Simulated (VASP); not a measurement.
Write the native input for VASP 6.6.1 that does the following.

| Quantity | Value |
| --- | --- |
| Task | single point |
| Functional | PBE |
| Potentials or basis | VASP PAW PBE potentials, release 64 (Cd, Se) |
| Cutoff | 520 eV |
| k mesh | 12 × 12 × 12 |
| Occupations | fermi-dirac, width 0.08 eV |
| Spin | no spin polarisation |
| Dipole correction | no |
| Further INCAR settings | ALGO = Normal; EDIFF = 1e-07; NBANDS = 16 |

The structure of CdSe (rocksalt type) lies in POSCAR:

```
CdSe
1.0
    0.0000000000      2.8692971209      2.8692971209
    2.8692971209      0.0000000000      2.8692971209
    2.8692971209      2.8692971209      0.0000000000
Cd Se
1 1
Direct
    0.0000000000      0.0000000000      0.0000000000
    0.5000000000      0.5000000000      0.5000000000
```

These files were run (other wordings do the same):

INCAR

```
SYSTEM = CdSe
PREC = Accurate
ENCUT = 520
EDIFF = 1E-7
ISMEAR = -1
SIGMA = 0.08
LREAL = .False.
LASPH = .True.
NELM = 60
ALGO = Normal
ISIF = 2
LWAVE = .False.
LCHARG = .True.
GGA = PE
LELF = .True.
LVHAR = .True.
NBANDS = 16
```

KPOINTS

```
regular mesh
0
Gamma
  12 12 12
  0 0 0
```

Potentials or basis: VASP PAW PBE potentials, release 64 (Cd, Se).

Run with:

```console
$ cat potpaw_PBE.64/Cd/POTCAR potpaw_PBE.64/Se/POTCAR > POTCAR
$ mpirun -np 1 vasp_std > vasp.out
```

It gave:

```
Pressure               : 0.3 GPa
Band gap on the k mesh : zero (bands 9 and 10 overlap by 0.43 eV)
```

Caveat: semilocal functionals underestimate gaps, so a narrow gap can read as zero.

Run time: 27 s on 1 thread of Intel(R) Xeon(R) Platinum 8559C (Emerald Rapids) (shared host), peak memory 0.2 GiB.
